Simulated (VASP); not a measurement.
A run of VASP 6.6.1 is set up as follows.

Contents of INCAR:

```
SYSTEM = MgGaCu3Se4
  PREC = Accurate
  ENCUT = 520
  EDIFF = 1E-7
  ISMEAR = -1
  SIGMA = 0.1
  LREAL = .False.
  LASPH = .True.
  NELM = 80
  ALGO = Normal
  ISIF = 2
  LWAVE = .False.
  LCHARG = .False.
  GGA = PE
  NBANDS = 46
```

Contents of KPOINTS:

```
regular mesh
0
Gamma
  3 3 3
  0 0 0
```

POSCAR

```
MgGaCu3Se4
1.0
    5.8285410000      0.0000000000      0.0000000000
    0.0000000000      5.8285410000      0.0000000000
    0.0000000000      0.0000000000      5.8285410000
Mg Ga Cu Se
1 1 3 4
Direct
    0.5000000000      0.5000000000      0.5000000000
    0.0000000000      0.0000000000      0.0000000000
    0.0000000000      0.5000000000      0.0000000000
    0.0000000000      0.0000000000      0.5000000000
    0.5000000000      0.0000000000      0.0000000000
    0.2448510000      0.2448510000      0.2448510000
    0.7551490000      0.7551490000      0.2448510000
    0.2448510000      0.7551490000      0.7551490000
    0.7551490000      0.2448510000      0.7551490000
```

Potentials or basis: VASP PAW PBE potentials, release 64 (Mg, Ga_d, Cu, Se).

Run with:

```sh
$ cat potpaw_PBE.64/Mg/POTCAR potpaw_PBE.64/Ga_d/POTCAR potpaw_PBE.64/Cu/POTCAR potpaw_PBE.64/Se/POTCAR > POTCAR
$ mpirun -np 1 vasp_std > vasp.out
```

**Question.** Estimate the band gap on the k mesh.

**Answer.** Zero (filled and empty bands touch).

**Question.** What does it give for the largest force?

**Answer.** 0.021 eV/Å.

**Question.** What does it give for the pressure?

**Answer.** 0.2 GPa.

Forces in eV/Å, atoms in the order of the input:
```
Mg   0.000  0.000  0.000
Ga   0.000  0.000  0.000
Cu   0.000  0.000  0.000
Cu   0.000  0.000  0.000
Cu   0.000  0.000  0.000
Se   0.012  0.012  0.012
Se  -0.012 -0.012  0.012
Se   0.012 -0.012 -0.012
Se  -0.012  0.012 -0.012
```

With open d or f shells a metallic result of PBE can be an artefact of self-interaction; +U or a hybrid may open a gap.
